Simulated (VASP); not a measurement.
# Ge (P6_3/mmc) in VASP: further runs

The runs below take Ge through single point, with r2SCAN.

Everything below comes from runs of VASP 6.6.1. Logs are shortened: lines on timing, memory, paths and dates and some standing lists are left out, and cuts for length are marked.

## 1. The cell of the first run

Symmetry: P6_3/mmc, No. 194, hexagonal system. The conventional cell has a = 4.056 Å, b = 4.056 Å, c = 6.504 Å, α = 90.00°, β = 90.00°, γ = 120.00°. Ge (site symmetry 3m) has 4 Ge at 2.43 to 2.48 Å within 3.2 Å.

## 2. Single point, r2SCAN (strain +0.015 along x and y, -0.015 along z)

The input, POSCAR:

```
Ge
1.0
    4.0555834319      0.0000000000      0.0000000000
   -2.0277917160      3.5122382792      0.0000000000
    0.0000000000      0.0000000000      6.5036702942
Ge
4
Direct
    0.6666666667      0.3333333333      0.0629814339
    0.3333333333      0.6666666667      0.5629814339
    0.6666666667      0.3333333333      0.4370185661
    0.3333333333      0.6666666667      0.9370185661
```

The input, INCAR.step1:

```
SYSTEM = Ge
ALGO = Normal
EDIFF = 1E-4
ENCUT = 520
GGA = PE
ISMEAR = 0
LASPH = .TRUE.
LCHARG = .FALSE.
LREAL = .FALSE.
LWAVE = .TRUE.
NBANDS = 36
NELM = 80
PREC = Accurate
SIGMA = 0.03
```

The input, INCAR.step2:

```
SYSTEM = Ge
ALGO = Normal
EDIFF = 1E-6
ENCUT = 520
ISIF = 2
ISMEAR = 0
ISTART = 1
LASPH = .TRUE.
LCHARG = .FALSE.
LMIXTAU = .TRUE.
LREAL = .FALSE.
LWAVE = .FALSE.
METAGGA = R2SCAN
NBANDS = 36
NELM = 80
PREC = Accurate
SIGMA = 0.03
```

The input, KPOINTS:

```
k-points
0
G
  12 12 6
  0 0 0
```

Potentials or basis: VASP PAW PBE potentials, release 64 (Ge_d).

On the command line:

```console
$ cat potpaw_PBE.64/Ge_d/POTCAR > POTCAR
$ cp INCAR.step1 INCAR
$ mpirun -np 1 vasp_std > vasp.out
$ cp INCAR.step2 INCAR
$ mpirun -np 1 vasp_std > vasp.out
```

OUTCAR:

```text
SYSTEM = Ge
   EDIFF = 1E-6
   ENCUT = 520
   ISIF = 2
   ISMEAR = 0
   ISTART = 1
   LASPH = .TRUE.
   LREAL = .FALSE.
   METAGGA = R2SCAN
   NELM = 80
   PREC = Accurate

 ion  position               nearest neighbor table
   1  0.667  0.333  0.063-   3 2.43   4 2.48   4 2.48   4 2.48
   2  0.333  0.667  0.563-   4 2.43   3 2.48   3 2.48   3 2.48
   3  0.667  0.333  0.437-   1 2.43   2 2.48   2 2.48   2 2.48
   4  0.333  0.667  0.937-   2 2.43   1 2.48   1 2.48   1 2.48

  LATTYP: Found a hexagonal cell.
 ALAT       =     4.0555834319
 C/A-ratio  =     1.6036337073

  Lattice vectors:

 A1 = (   4.0555834319,   0.0000000000,   0.0000000000)
 A2 = (  -2.0277917160,   3.5122382792,   0.0000000000)
 A3 = (   0.0000000000,   0.0000000000,   6.5036702942)

Analysis of symmetry for initial positions (statically):
=====================================================================
 Subroutine PRICEL returns:
 Original cell was already a primitive cell.

 Routine SETGRP: Setting up the symmetry group for a
 hexagonal supercell.

 Subroutine GETGRP returns: Found 24 space group operations
 (whereof 12 operations were pure point group operations)
 out of a pool of 24 trial point group operations.

The static configuration has the point symmetry D_3d.
 The point group associated with its full space group is D_6h.

Analysis of symmetry for dynamics (positions and initial velocities):
=====================================================================
 Subroutine PRICEL returns:
 Original cell was already a primitive cell.

 Routine SETGRP: Setting up the symmetry group for a
 hexagonal supercell.

 Subroutine GETGRP returns: Found 24 space group operations
 (whereof 12 operations were pure point group operations)
 out of a pool of 24 trial point group operations.

The dynamic configuration has the point symmetry D_3d.
 The point group associated with its full space group is D_6h.

 Subroutine INISYM returns: Found 24 space group operations
 (whereof 12 operations are pure point group operations),
 and found     1 'primitive' translations

----------------------------------------------------------------------------------------

                                     Primitive cell

  volume of cell :      92.6394

  direct lattice vectors                    reciprocal lattice vectors
     4.055583432  0.000000000  0.000000000     0.246573648  0.142359362  0.000000000
    -2.027791716  3.512238279  0.000000000     0.000000000  0.284718724  0.000000000
     0.000000000  0.000000000  6.503670294     0.000000000  0.000000000  0.153759332

  length of vectors
     4.055583432  4.055583432  6.503670294     0.284718724  0.284718724  0.153759332

  position of ions in fractional coordinates (direct lattice)
     0.666666667  0.333333333  0.062981434
     0.333333333  0.666666667  0.562981434
     0.666666667  0.333333333  0.437018566
     0.333333333  0.666666667  0.937018566

  ion indices of the primitive-cell ions
   primitive index   ion index
                 1           1
                 2           2
                 3           3
                 4           4

----------------------------------------------------------------------------------------

 KPOINTS: k-points

Automatic generation of k-mesh.
 Grid dimensions read from file:
 generate k-points for:   12   12    6

 Generating k-lattice:

  Cartesian coordinates                     Fractional coordinates (reciprocal lattice)
     0.020547804  0.011863280  0.000000000     0.083333333  0.000000000  0.000000000
     0.000000000  0.023726560  0.000000000     0.000000000  0.083333333  0.000000000
     0.000000000  0.000000000  0.025626555     0.000000000  0.000000000  0.166666667

  Length of vectors
     0.023726560  0.023726560  0.025626555

  Shift w.r.t. Gamma in fractional coordinates (k-lattice)
     0.000000000  0.000000000  0.000000000

 Subroutine IBZKPT returns following result:
 ===========================================

 Found     76 irreducible k-points:

 Following reciprocal coordinates:
            Coordinates               Weight
  0.000000  0.000000  0.000000      1.000000
  0.083333  0.000000  0.000000      6.000000
  0.166667  0.000000  0.000000      6.000000
  0.250000  0.000000  0.000000      6.000000
  0.333333  0.000000  0.000000      6.000000
  0.416667  0.000000  0.000000      6.000000
[... 16 lines left out ...]
  0.250000  0.000000  0.166667     12.000000
  0.333333  0.000000  0.166667     12.000000
 [... further k-points ...]
   k-points           NKPTS =     76   k-points in BZ     NKDIM =     76   number of bands    NBANDS=     36
   number of dos      NEDOS =    301   number of ions     NIONS =      4
   total plane-waves  NPLWV =  43200
   dimension x,y,z NGX =    30 NGY =   30 NGZ =   48
   dimension x,y,z NGXF=    60 NGYF=   60 NGZF=   96
   ions per type =               4
   NGX,Y,Z   is equivalent  to a cutoff of  12.30, 12.30, 12.27 a.u.
   NGXF,Y,Z  is equivalent  to a cutoff of  24.60, 24.60, 24.54 a.u.
 SYSTEM =  Ge
   PREC   = accura    normal or accurate (medium, high low for compatibility)
   ISTART =      1    job   : 0-new  1-cont  2-samecut
   ICHARG =      0    charge: 1-file 2-atom 10-const
   ISPIN  =      1    spin polarized calculation?
   LNONCOLLINEAR =      F non collinear calculations
   LSORBIT =      F    spin-orbit coupling
   LASPH  =      T    aspherical Exc in radial PAW
   ENCUT  =  520.0 eV  38.22 Ry    6.18 a.u.   7.54  7.54 12.09*2*pi/ulx,y,z
   NELM   =     80;   NELMIN=  2; NELMDL=  0     # of ELM steps
   EDIFF  = 0.1E-05   stopping-criterion for ELM
   LREAL  =      F    real-space projection
   EDIFFG = 0.1E-04   stopping-criterion for IOM
   NSW    =      0    number of steps for IOM
   IBRION =     -1    ionic relax: 0-MD 1-quasi-New 2-CG
   NFREE  =      0    steps in history (QN), initial steepest desc. (CG)
   ISIF   =      2    stress and relaxation
   ISYM   =      2    0-nonsym 1-usesym 2-fastsym
   POTIM  = 0.5000    time-step for ionic-motion
   TEBEG  =    0.0;   TEEND  =   0.0 temperature during run
   PSTRESS=    0.0 pullay stress
   NELECT =      56.0000    total number of electrons
   NUPDOWN=      -1.0000    fix difference up-down
   EMIN   =  10.00;   EMAX   =-10.00  energy-range for DOS
   EFERMI =   0.00;   METHOD = LEGACY
   ISMEAR =     0;   SIGMA  =   0.03  broadening in eV -4-tet -1-fermi 0-gaus
   EFERMI_NEDOS =   21; number of points for ismear=-14 and -15
   IALGO  =     38    algorithm
   IMIX   =      4    mixing-type and parameters
     AMIX     =   0.40;   BMIX     =  1.00
     AMIX_MAG =   1.60;   BMIX_MAG =  1.00
  volume/ion in A,a.u.               =      23.16       156.29
  Fermi-wavevector in a.u.,A,eV,Ry     =   1.384221  2.615799 26.069700  1.916069
  Thomas-Fermi vector in A             =   2.508746
   LORBIT       =      0    0 simple, 1 ext, 2 COOP (PROOUT), +10 PAW based schemes
   METAGGA = R2SCAN    functional components
   LHFCALC =     F    Hartree Fock is set to
   AEXX    =    0.0000 exact exchange contribution
   IVDW    =     0    specifies the selected vdW correction
   LEPSILON=     F    determine dielectric tensor
   LRPA    =     F    only Hartree local field effects (RPA)
 non-spin polarized calculation
 Gauss-broadening in eV      SIGMA  =   0.03
  energy-cutoff  :      520.00
  volume of cell :       92.64
 maximum number of plane-waves:      2527
   NGX = 15   NGY = 15   NGZ = 25

 number of electron      55.9999962 magnetization

 Free energy of the ion-electron system (eV)
  ---------------------------------------------------
  ext. energy  EPLUGINS =         0.00000000
  ---------------------------------------------------
  free energy    TOTEN  =       -55.38414512 eV

  energy without entropy =      -55.38406428  energy(sigma->0) =      -55.38410470

 E-fermi :   4.6312     XC(G=0): -10.6943

 val. band max:        4.6075727875   @ k =   0.0833   0.0000   0.0000
 cond. band min:       4.7680258004   @ k =   0.0000   0.0000   0.0000
 fundamental gap:      0.1604530129
 Fermi energy:         4.6312332118

 k-point     1 :       0.0000    0.0000    0.0000
  band No.  band energies     occupation
      1     -20.9120      2.00000
      2     -20.9120      2.00000
      3     -20.9020      2.00000
      4     -20.8832      2.00000
      5     -20.8673      2.00000
      6     -20.8673      2.00000
[... 28 lines left out ...]
     35       9.4422      0.00000
     36      11.2171      0.00000

 k-point     2 :       0.0833    0.0000    0.0000
  band No.  band energies     occupation
      1     -20.9200      2.00000
      2     -20.9135      2.00000
      3     -20.9048      2.00000
      4     -20.8741      2.00000
      5     -20.8701      2.00000
      6     -20.8676      2.00000
[... 28 lines left out ...]
     35       9.7556      0.00000
     36      11.4612      0.00000

 k-point     3 :       0.1667    0.0000    0.0000
  band No.  band energies     occupation
      1     -20.9314      2.00000
      2     -20.9167      2.00000
      3     -20.9113      2.00000
      4     -20.8763      2.00000
      5     -20.8673      2.00000
      6     -20.8612      2.00000
[... 28 lines left out ...]
     35      10.5785      0.00000
     36      10.8085      0.00000

 k-point     4 :       0.2500    0.0000    0.0000
  band No.  band energies     occupation
      1     -20.9394      2.00000
      2     -20.9196      2.00000
      3     -20.9190      2.00000
      4     -20.8826      2.00000
      5     -20.8646      2.00000
      6     -20.8511      2.00000
[... 28 lines left out ...]
     35      11.2916      0.00000
     36      11.7093      0.00000

 k-point     5 :       0.3333    0.0000    0.0000
  band No.  band energies     occupation
      1     -20.9431      2.00000
      2     -20.9265      2.00000
      3     -20.9211      2.00000
      4     -20.8874      2.00000
      5     -20.8591      2.00000
      6     -20.8433      2.00000
[... 655 lines left out ...]
 k-point    22 :       0.1667    0.0000    0.1667
  band No.  band energies     occupation
      1     -20.9286      2.00000
      2     -20.9147      2.00000
      3     -20.9091      2.00000
      4     -20.8807      2.00000
      5     -20.8730      2.00000
      6     -20.8622      2.00000
[... 28 lines left out ...]
     35      10.3419      0.00000
     36      11.2539      0.00000

 k-point    23 :       0.2500    0.0000    0.1667
  band No.  band energies     occupation
      1     -20.9362      2.00000
      2     -20.9176      2.00000
      3     -20.9163      2.00000
      4     -20.8862      2.00000
      5     -20.8697      2.00000
      6     -20.8520      2.00000
[... 28 lines left out ...]
     35      11.1888      0.00000
     36      11.4365      0.00000

 k-point    24 :       0.3333    0.0000    0.1667
  band No.  band energies     occupation
      1     -20.9396      2.00000
      2     -20.9235      2.00000
      3     -20.9193      2.00000
      4     -20.8905      2.00000
      5     -20.8634      2.00000
      6     -20.8439      2.00000
[... 28 lines left out ...]
     35      11.8599      0.00000
     36      12.6102      0.00000

 [... further k-points ...]
[... 5 lines left out ...]
  --------------------------------------------------------------------------------------
  -------------------------------------------------------------------------------------
  Total       -1.5387897     -1.5387897      1.6580530      0.0000000     -0.0000000      0.0000000
  in kB      -26.6130122    -26.6130122     28.6756429      0.0000000     -0.0000000      0.0000000
  external PRESSURE =      -8.1834605 kB  Pullay stress =       0.0000000 kB

 VOLUME and BASIS-vectors are now :
 -----------------------------------------------------------------------------
  energy-cutoff  :      520.00
  volume of cell :       92.64
      direct lattice vectors                 reciprocal lattice vectors
     4.055583432  0.000000000  0.000000000     0.246573648  0.142359362  0.000000000
    -2.027791716  3.512238279  0.000000000     0.000000000  0.284718724  0.000000000
     0.000000000  0.000000000  6.503670294     0.000000000  0.000000000  0.153759332

 POSITION                                       TOTAL-FORCE (eV/Angst)
 -----------------------------------------------------------------------------------
      2.02779      1.17075      0.40961         0.000000     -0.000000     -0.287148
     -0.00000      2.34149      3.66145        -0.000000      0.000000     -0.287148
      2.02779      1.17075      2.84222         0.000000     -0.000000      0.287148
     -0.00000      2.34149      6.09406        -0.000000      0.000000      0.287148
 -----------------------------------------------------------------------------------
    total drift:                               -0.000000      0.000000     -0.000000

  FREE ENERGIE OF THE ION-ELECTRON SYSTEM (eV)
  ---------------------------------------------------
  free  energy   TOTEN  =       -55.3841451203 eV

  energy  without entropy=      -55.3840642823  energy(sigma->0) =      -55.38410470
```

Wall time 16 min (1 thread of Oxide Virtual Turin-like, shared host); peak memory 0.29 GiB.

What came out:

| Quantity | Value |
| --- | --- |
| Free energy | -55.3841 eV |
| Pressure | -0.8 GPa |
| Largest force | 0.287 eV/Å |
| Band gap on the k mesh | zero (band 28 reaches 4.77 eV, above the bottom of band 29 at 4.60 eV) |

Forces in eV/Å, atoms in the order of the input:
```
Ge   0.000  0.000 -0.287
Ge   0.000  0.000 -0.287
Ge   0.000  0.000  0.287
Ge   0.000  0.000  0.287
```

Levels at points of the mesh, in eV from the Fermi level:
| k point | band 26 | band 27 | band 28 | band 29 | band 30 | band 31 |
| --- | --- | --- | --- | --- | --- | --- |
| (0.00, 0.00, 0.00) | -0.16 | -0.13 | 0.14 | 0.14 | 0.29 | 2.25 |
| (0.50, 0.00, 0.00) | -3.26 | -2.89 | -1.43 | 0.63 | 1.99 | 3.82 |
| (0.00, 0.00, 0.50) | -0.98 | -0.98 | -0.98 | 0.73 | 0.73 | 3.49 |
| (0.50, 0.00, 0.50) | -2.53 | -2.53 | -2.53 | 0.76 | 0.76 | 2.49 |

Caveat: the cell differs from its parent crystal (strain +0.015 along x and y, -0.015 along z); the PAW data sets were made with another functional, which shifts forces and pressure a little.

## 3. Single point, r2SCAN (strain +0.030 along x and y, -0.030 along z)

The input, POSCAR:

```
Ge
1.0
    4.1155181624      0.0000000000      0.0000000000
   -2.0577590812      3.5641432784      0.0000000000
    0.0000000000      0.0000000000      6.4046296298
Ge
4
Direct
    0.6666666667      0.3333333333      0.0629814339
    0.3333333333      0.6666666667      0.5629814339
    0.6666666667      0.3333333333      0.4370185661
    0.3333333333      0.6666666667      0.9370185661
```

The input, INCAR.step1:

```
ALGO = Normal ; EDIFF = 1E-4
ENCUT = 520 ; GGA = PE
ISMEAR = 0 ; LASPH = True
LCHARG = False ; LREAL = False
LWAVE = True ; NBANDS = 36
NELM = 80 ; PREC = Accurate
SIGMA = 0.03
```

The input, INCAR.step2:

```
ALGO = Normal ; EDIFF = 1E-7
ENCUT = 520 ; ISIF = 2
ISMEAR = 0 ; ISTART = 1
LASPH = True ; LCHARG = False
LMIXTAU = True ; LREAL = False
LWAVE = False ; METAGGA = R2SCAN
NBANDS = 36 ; NELM = 80
PREC = Accurate ; SIGMA = 0.03
```

The input, KPOINTS:

```
k-points
0
Gamma
  12 12 6
```

Potentials or basis: VASP PAW PBE potentials, release 64 (Ge_d).

On the command line:

```console
$ cat potpaw_PBE.64/Ge_d/POTCAR > POTCAR
$ cp INCAR.step1 INCAR
$ mpirun -np 1 vasp_std > vasp.out
$ cp INCAR.step2 INCAR
$ mpirun -np 1 vasp_std > vasp.out
```

Wall time 27 min (1 thread of Oxide Virtual Turin-like, shared host); peak memory 0.3 GiB.

It converged, with:

```
Free energy            : -55.2776 eV
Pressure               : -1.3 GPa
Largest force          : 0.600 eV/Å
Band gap on the k mesh : zero (band 28 reaches 4.64 eV, above the bottom of band 29 at 4.42 eV)
```

Forces on the atoms (eV/Å):
```
Ge   0.000  0.000 -0.600
Ge   0.000  0.000 -0.600
Ge   0.000  0.000  0.600
Ge   0.000  0.000  0.600
```

Stress tensor (GPa, compression positive):
```
-5.05  0.00  0.00
 0.00 -5.05  0.00
 0.00  0.00  6.07
```

Levels at points of the mesh, in eV from the Fermi level:
| k point | band 26 | band 27 | band 28 | band 29 | band 30 | band 31 |
| --- | --- | --- | --- | --- | --- | --- |
| (0.00, 0.00, 0.00) | -0.45 | -0.19 | 0.13 | 0.15 | 0.15 | 2.07 |
| (0.50, 0.00, 0.00) | -3.32 | -2.91 | -1.34 | 0.49 | 2.01 | 3.68 |
| (0.00, 0.00, 0.50) | -1.08 | -1.08 | -1.08 | 0.51 | 0.51 | 3.39 |
| (0.50, 0.00, 0.50) | -2.54 | -2.42 | -2.42 | 0.75 | 0.75 | 2.60 |

Caveat: the cell differs from its parent crystal (strain +0.030 along x and y, -0.030 along z); the PAW data sets were made with another functional, which shifts forces and pressure a little.
